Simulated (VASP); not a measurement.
# Ni in VASP: single point with PBE

Aim: the single point of Ni with PBE.

Program: VASP 6.6.1. These are calculated values, not measurements. Logs are shortened: lines on timing, memory, paths and dates and some standing lists are left out, and cuts for length are marked.

### Step 1. The cell of the first run

The cell holds a slab with vacuum, 5 atoms: a = 2.488 Å, b = 2.488 Å, c = 24.126 Å, α = 90.00°, β = 90.00°, γ = 120.00°.

### Step 2. Single point, PBE, collinear spin, ferromagnetic start

INCAR

```
PREC = Accurate ; ENCUT = 520
EDIFF = 1E-6 ; ISMEAR = -1
SIGMA = 0.05 ; LREAL = False
LASPH = True ; NELM = 150
ALGO = Normal ; ISIF = 2
LWAVE = False ; LCHARG = False
ISPIN = 2 ; MAGMOM = 1 1 1 1 1
LORBIT = 11 ; LMAXMIX = 4
LDIPOL = True ; IDIPOL = 3
DIPOL = 0.5 0.5 0.500 ; GGA = PE
NBANDS = 37
```

KPOINTS

```
Automatic mesh
0
Gamma
  19 19 1
```

POSCAR

```
Ni
1.0
    2.4880369134      0.0000000000      0.0000000000
   -1.2440184567      2.1547031725      0.0000000000
    0.0000000000      0.0000000000     24.1259000000
Ni
5
Direct
    0.8333333330      0.1666666670      0.3315939608
    0.1666666670      0.8333333330      0.4157969801
    0.5000000000      0.5000000000      0.5000000000
    0.8333333330      0.1666666670      0.5842030199
    0.1666666670      0.8333333330      0.6684060392
```

Potentials or basis: VASP PAW PBE potentials, release 64 (Ni).

Launch:

```console
$ cat potpaw_PBE.64/Ni/POTCAR > POTCAR
$ mpirun -np 1 vasp_std > vasp.out
```

OUTCAR:

```text
PREC = Accurate
   ENCUT = 520
   EDIFF = 1E-6
   ISMEAR = -1
   LREAL = False
   LASPH = True
   NELM = 150
   ISIF = 2
   ISPIN = 2
   LORBIT = 11
   GGA = PE

 ion  position               nearest neighbor table
   1  0.833  0.167  0.332-   2 2.49   2 2.49   2 2.49
   2  0.167  0.833  0.416-   1 2.49   1 2.49   1 2.49   3 2.49   3 2.49   3 2.49
   3  0.500  0.500  0.500-   2 2.49   4 2.49   4 2.49   2 2.49   2 2.49   4 2.49
   4  0.833  0.167  0.584-   5 2.49   5 2.49   5 2.49   3 2.49   3 2.49   3 2.49
   5  0.167  0.833  0.668-   4 2.49   4 2.49   4 2.49

  LATTYP: Found a hexagonal cell.
 ALAT       =     2.4880369134
 C/A-ratio  =     9.6967612780

  Lattice vectors:

 A1 = (   2.4880369134,   0.0000000000,   0.0000000000)
 A2 = (  -1.2440184567,   2.1547031725,   0.0000000000)
 A3 = (   0.0000000000,   0.0000000000,  24.1259000000)

Analysis of symmetry for initial positions (statically):
=====================================================================
 Subroutine PRICEL returns:
 Original cell was already a primitive cell.

 Routine SETGRP: Setting up the symmetry group for a
 hexagonal supercell.

 Subroutine GETGRP returns: Found 12 space group operations
 (whereof  4 operations were pure point group operations)
 out of a pool of 24 trial point group operations.

The static configuration has the point symmetry C_2h.
 The point group associated with its full space group is D_3d.

Analysis of symmetry for dynamics (positions and initial velocities):
=====================================================================
 Subroutine PRICEL returns:
 Original cell was already a primitive cell.

 Routine SETGRP: Setting up the symmetry group for a
 hexagonal supercell.

 Subroutine GETGRP returns: Found 12 space group operations
 (whereof  4 operations were pure point group operations)
 out of a pool of 24 trial point group operations.

The dynamic configuration has the point symmetry C_2h.
 The point group associated with its full space group is D_3d.

Analysis of structural, dynamic, and magnetic symmetry:
=====================================================================
 Subroutine PRICEL returns:
 Original cell was already a primitive cell.

 Routine SETGRP: Setting up the symmetry group for a
 hexagonal supercell.

 Subroutine GETGRP returns: Found 12 space group operations
 (whereof  4 operations were pure point group operations)
 out of a pool of 24 trial point group operations.

The overall configuration has the point symmetry C_2h.
 The point group associated with its full space group is D_3d.

 Subroutine INISYM returns: Found 12 space group operations
 (whereof  4 operations are pure point group operations),
 and found     1 'primitive' translations

----------------------------------------------------------------------------------------

                                     Primitive cell

  volume of cell :     129.3385

  direct lattice vectors                    reciprocal lattice vectors
     2.488036913  0.000000000  0.000000000     0.401923297  0.232050524  0.000000000
    -1.244018457  2.154703173  0.000000000     0.000000000  0.464101048  0.000000000
     0.000000000  0.000000000 24.125900000     0.000000000  0.000000000  0.041449231

  length of vectors
     2.488036913  2.488036913 24.125900000     0.464101048  0.464101048  0.041449231

  position of ions in fractional coordinates (direct lattice)
     0.833333333  0.166666667  0.331593961
     0.166666667  0.833333333  0.415796980
     0.500000000  0.500000000  0.500000000
     0.833333333  0.166666667  0.584203020
     0.166666667  0.833333333  0.668406039

  ion indices of the primitive-cell ions
   primitive index   ion index
                 1           1
                 2           2
                 3           3
                 4           4
                 5           5

----------------------------------------------------------------------------------------

 KPOINTS: Automatic mesh

Automatic generation of k-mesh.
 Grid dimensions read from file:
 generate k-points for:   19   19    1

 Generating k-lattice:

  Cartesian coordinates                     Fractional coordinates (reciprocal lattice)
     0.021153858  0.012213185  0.000000000     0.052631579  0.000000000  0.000000000
     0.000000000  0.024426371  0.000000000     0.000000000  0.052631579  0.000000000
     0.000000000  0.000000000  0.041449231     0.000000000  0.000000000  1.000000000

  Length of vectors
     0.024426371  0.024426371  0.041449231

  Shift w.r.t. Gamma in fractional coordinates (k-lattice)
     0.000000000  0.000000000  0.000000000

 Subroutine IBZKPT returns following result:
 ===========================================

 Found     40 irreducible k-points:

 Following reciprocal coordinates:
            Coordinates               Weight
  0.000000  0.000000  0.000000      1.000000
  0.052632 -0.000000  0.000000      6.000000
  0.105263 -0.000000  0.000000      6.000000
  0.157895 -0.000000  0.000000      6.000000
  0.210526 -0.000000  0.000000      6.000000
  0.263158 -0.000000  0.000000      6.000000
[... 16 lines left out ...]
  0.263158  0.105263  0.000000     12.000000
  0.315789  0.105263  0.000000     12.000000
 [... further k-points ...]
   k-points           NKPTS =     40   k-points in BZ     NKDIM =     40   number of bands    NBANDS=     37
   number of dos      NEDOS =    301   number of ions     NIONS =      5
   total plane-waves  NPLWV =  72000
   dimension x,y,z NGX =    20 NGY =   20 NGZ =  180
   dimension x,y,z NGXF=    40 NGYF=   40 NGZF=  360
   ions per type =               5
   NGX,Y,Z   is equivalent  to a cutoff of  13.36, 13.36, 12.40 a.u.
   NGXF,Y,Z  is equivalent  to a cutoff of  26.73, 26.73, 24.81 a.u.
 SYSTEM =  unknown system
   PREC   = accura    normal or accurate (medium, high low for compatibility)
   ISTART =      0    job   : 0-new  1-cont  2-samecut
   ICHARG =      2    charge: 1-file 2-atom 10-const
   ISPIN  =      2    spin polarized calculation?
   LNONCOLLINEAR =      F non collinear calculations
   LSORBIT =      F    spin-orbit coupling
   LASPH  =      T    aspherical Exc in radial PAW
   ENCUT  =  520.0 eV  38.22 Ry    6.18 a.u.   4.63  4.63 44.86*2*pi/ulx,y,z
   NELM   =    150;   NELMIN=  2; NELMDL= -5     # of ELM steps
   EDIFF  = 0.1E-05   stopping-criterion for ELM
   LREAL  =      F    real-space projection
   EDIFFG = 0.1E-04   stopping-criterion for IOM
   NSW    =      0    number of steps for IOM
   IBRION =     -1    ionic relax: 0-MD 1-quasi-New 2-CG
   NFREE  =      0    steps in history (QN), initial steepest desc. (CG)
   ISIF   =      2    stress and relaxation
   ISYM   =      2    0-nonsym 1-usesym 2-fastsym
   POTIM  = 0.5000    time-step for ionic-motion
   TEBEG  =    0.0;   TEEND  =   0.0 temperature during run
   PSTRESS=    0.0 pullay stress
   NELECT =      50.0000    total number of electrons
   NUPDOWN=      -1.0000    fix difference up-down
   EMIN   =  10.00;   EMAX   =-10.00  energy-range for DOS
   EFERMI =   0.00;   METHOD = LEGACY
   ISMEAR =    -1;   SIGMA  =   0.05  broadening in eV -4-tet -1-fermi 0-gaus
   EFERMI_NEDOS =   21; number of points for ismear=-14 and -15
   IALGO  =     38    algorithm
   IMIX   =      4    mixing-type and parameters
     AMIX     =   0.40;   BMIX     =  1.00
     AMIX_MAG =   1.60;   BMIX_MAG =  1.00
  volume/ion in A,a.u.               =      25.87       174.56
  Fermi-wavevector in a.u.,A,eV,Ry     =   1.192584  2.253657 19.350969  1.422256
  Thomas-Fermi vector in A             =   2.328619
   LORBIT       =     11    0 simple, 1 ext, 2 COOP (PROOUT), +10 PAW based schemes
   GGA     = PE    functional components
   LHFCALC =     F    Hartree Fock is set to
   AEXX    =    0.0000 exact exchange contribution
   IVDW    =     0    specifies the selected vdW correction
   LEPSILON=     F    determine dielectric tensor
   LRPA    =     F    only Hartree local field effects (RPA)
 spin polarized calculation
  energy-cutoff  :      520.00
  volume of cell :      129.34
 maximum number of plane-waves:      3514
 NGX is ok and might be reduce to    20
   NGX =  9   NGY =  9   NGZ = 89

 number of electron      50.0000011 magnetization       3.2898894

 dipolmoment           0.000000      0.000000      0.000000 electrons x Angstroem

 Free energy of the ion-electron system (eV)
  ---------------------------------------------------
  ext. energy  EPLUGINS =         0.00000000
  ---------------------------------------------------
  free energy    TOTEN  =       -26.09920707 eV

  energy without entropy =      -26.02188888  energy(sigma->0) =      -26.06054798

 E-fermi :   1.0776     XC(G=0):  -6.3631

 val. band max:        1.0741581626   @ k =   0.1579   0.0526   0.0000
 cond. band min:       1.0805810861   @ k =   0.3684  -0.0000   0.0000
 fundamental gap:      0.0064229236
 Fermi energy:         1.0776426945

 spin component 1

 k-point     1 :       0.0000    0.0000    0.0000
  band No.  band energies     occupation
      1      -7.6132      1.00000
      2      -6.6678      1.00000
      3      -5.3381      1.00000
      4      -4.1485      1.00000
      5      -3.7774      1.00000
      6      -1.5670      1.00000
[... 29 lines left out ...]
     36       8.4096      0.00000
     37      10.4488      0.00000

 k-point     2 :       0.0526   -0.0000    0.0000
  band No.  band energies     occupation
      1      -7.5178      1.00000
      2      -6.5757      1.00000
      3      -5.2512      1.00000
      4      -4.0690      1.00000
      5      -3.7105      1.00000
      6      -1.6163      1.00000
[... 29 lines left out ...]
     36       8.4742      0.00000
     37      10.5360      0.00000
[... 838 lines left out ...]
     36      11.3744      0.00000
     37      11.5208      0.00000

 k-point    24 :       0.3158    0.1053    0.0000
  band No.  band energies     occupation
      1      -3.8674      1.00000
      2      -3.5070      1.00000
      3      -3.1955      1.00000
      4      -2.8259      1.00000
      5      -2.7447      1.00000
      6      -2.5194      1.00000
[... 29 lines left out ...]
     36      10.9191      0.00000
     37      11.5341      0.00000

 [... further k-points ...]

 spin component 2

 k-point     1 :       0.0000    0.0000    0.0000
  band No.  band energies     occupation
      1      -7.6492      1.00000
      2      -6.6999      1.00000
      3      -5.3330      1.00000
      4      -3.9906      1.00000
      5      -3.3957      1.00000
      6      -0.8565      1.00000
[... 29 lines left out ...]
     36       8.5930      0.00000
     37      10.5117      0.00000

 k-point     2 :       0.0526   -0.0000    0.0000
  band No.  band energies     occupation
      1      -7.5537      1.00000
      2      -6.6075      1.00000
      3      -5.2454      1.00000
      4      -3.9086      1.00000
      5      -3.3239      1.00000
      6      -0.9032      1.00000
[... 29 lines left out ...]
     36       8.6518      0.00000
     37      10.5971      0.00000
[... 838 lines left out ...]
     36      11.4391      0.00000
     37      11.6402      0.00000

 k-point    24 :       0.3158    0.1053    0.0000
  band No.  band energies     occupation
      1      -3.7022      1.00000
      2      -3.2892      1.00000
      3      -2.8549      1.00000
      4      -2.4004      1.00000
      5      -2.1171      1.00000
      6      -1.9214      1.00000
[... 29 lines left out ...]
     36      11.0319      0.00000
     37      11.6637      0.00000

 [... further k-points ...]

------------------------ aborting loop because EDIFF is reached ----------------------------------------

 vacuum level on the upper side and lower side of the slab       (xc-potential included)        -0.005        -0.005

  FORCE on cell =-STRESS in cart. coord.  units (eV):
  Direction    XX          YY          ZZ          XY          YZ          ZX
  --------------------------------------------------------------------------------------
  -------------------------------------------------------------------------------------
  Total       -1.6591435     -1.6591435     -0.6889962     -0.0000000      0.0000000      0.0000000
  in kB      -20.5525989    -20.5525989     -8.5349229     -0.0000000      0.0000000      0.0000000
  external PRESSURE =     -16.5467069 kB  Pullay stress =       0.0000000 kB

 VOLUME and BASIS-vectors are now :
 -----------------------------------------------------------------------------
  energy-cutoff  :      520.00
  volume of cell :      129.34
      direct lattice vectors                 reciprocal lattice vectors
     2.488036913  0.000000000  0.000000000     0.401923297  0.232050524  0.000000000
    -1.244018457  2.154703173  0.000000000     0.000000000  0.464101048  0.000000000
     0.000000000  0.000000000 24.125900000     0.000000000  0.000000000  0.041449231

 POSITION                                       TOTAL-FORCE (eV/Angst)
 -----------------------------------------------------------------------------------
      1.86603      0.35912      8.00000         0.000000     -0.000000      0.146009
     -0.62201      1.79559     10.03148         0.000000     -0.000000     -0.122178
      0.62201      1.07735     12.06295         0.000000      0.000000      0.000000
      1.86603      0.35912     14.09442        -0.000000      0.000000      0.122178
     -0.62201      1.79559     16.12590         0.000000      0.000000     -0.146009
 -----------------------------------------------------------------------------------
    total drift:                               -0.000000      0.000000      0.000000

  FREE ENERGIE OF THE ION-ELECTRON SYSTEM (eV)
  ---------------------------------------------------
  free  energy   TOTEN  =       -26.0992070720 eV

  energy  without entropy=      -26.0218888808  energy(sigma->0) =      -26.06054798

 vacuum level on the upper side and lower side of the slab         6.125         6.125

 total charge

# of ion       s       p       d       tot
------------------------------------------
    1        0.488   0.380   8.304   9.172
    2        0.492   0.493   8.314   9.300
    3        0.498   0.497   8.312   9.307
    4        0.492   0.493   8.314   9.300
    5        0.488   0.380   8.304   9.172
--------------------------------------------------
tot          2.460   2.243  41.550  46.252

 magnetization (x)

# of ion       s       p       d       tot
------------------------------------------
    1       -0.004  -0.023   0.705   0.678
    2       -0.007  -0.026   0.710   0.676
    3       -0.006  -0.025   0.684   0.653
    4       -0.007  -0.026   0.710   0.676
    5       -0.004  -0.023   0.705   0.678
--------------------------------------------------
tot         -0.029  -0.124   3.514   3.361
```

Run time: 9.8 min. Hardware: 1 thread of Intel Xeon Platinum 8488C (Sapphire Rapids), shared host; peak memory 0.45 GiB.

What came out:

```
Free energy                                           : -26.0992 eV
Largest force                                         : 0.146 eV/Å
Net moment                                            : 3.29 μB per cell
Site moments                                          : Ni +0.68, +0.65 (each value once) μB
Valence electrons inside the program's atomic spheres : Ni 9.17, 9.30, 9.31 (each value once)
```

Forces on the atoms (eV/Å):
```
Ni   0.000  0.000  0.146
Ni   0.000  0.000 -0.122
Ni   0.000  0.000  0.000
Ni   0.000  0.000  0.122
Ni   0.000  0.000 -0.146
```

Levels at points of the mesh, in eV from the Fermi level:
Spin up:
```csv
k point,band 22,band 23,band 24,band 25,band 26,band 27,band 28,band 29,band 30,band 31
"(0.00, 0.00, 0.00)",-1.25,-1.25,-1.01,-1.01,-0.73,-0.73,-0.63,-0.63,-0.45,0.20
```
Spin down:
```tsv
k point	band 20	band 21	band 22	band 23	band 24	band 25
(0.00, 0.00, 0.00)	-0.68	-0.68	-0.57	-0.57	-0.33	-0.33
```
